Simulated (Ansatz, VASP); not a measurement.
## HCl: VASP beside Ansatz

```
CELL_PARAMETERS angstrom
7.98957 0.00000 0.00000
0.00000 7.98957 0.00000
0.00000 0.00000 7.98957
ATOMIC_POSITIONS crystal
Cl 0.58033 0.55772 0.91665
Cl 0.03675 0.33315 0.98222
Cl 0.21438 0.74347 0.67574
Cl 0.41882 0.51355 0.36844
Cl 0.85278 0.91485 0.83257
Cl 0.84209 0.69428 0.25091
Cl 0.64597 0.19270 0.13657
Cl 0.81084 0.36880 0.58950
Cl 0.06234 0.09649 0.36572
Cl 0.38452 0.14195 0.64943
H 0.57567 0.40598 0.98329
H 0.97311 0.35338 0.83284
H 0.31210 0.67245 0.56365
H 0.56841 0.48391 0.42648
H 0.83859 0.96445 0.67846
H 0.75264 0.65297 0.12043
H 0.79740 0.21993 0.07882
H 0.90586 0.27196 0.49343
H 0.18860 0.12956 0.46854
H 0.33383 0.98713 0.67674
```

Alike in both runs: functional PBE; dispersion D3(BJ); k mesh 1 × 1 × 1; occupations fermi-dirac, width 0.02 eV; no spin polarisation.

Ansatz relaxed the structure, and its values are those at the end. VASP's run is a single point on that final structure, the one shown.

|  | VASP | Ansatz |
| --- | --- | --- |
| version | VASP 6.6.1 | Ansatz 0.2.0 |
| potentials or method | VASP PAW PBE potentials, release 64 (Cl, H_h), cutoff 1000 eV | scalar-relativistic, plane waves, PAW |
| valence electrons in the cell | 80 | 80 |

|  | VASP | Ansatz | Ansatz less VASP |
| --- | --- | --- | --- |
| rms of the force components (eV/Å) | 0.123 | 0.073 | -0.0495 |
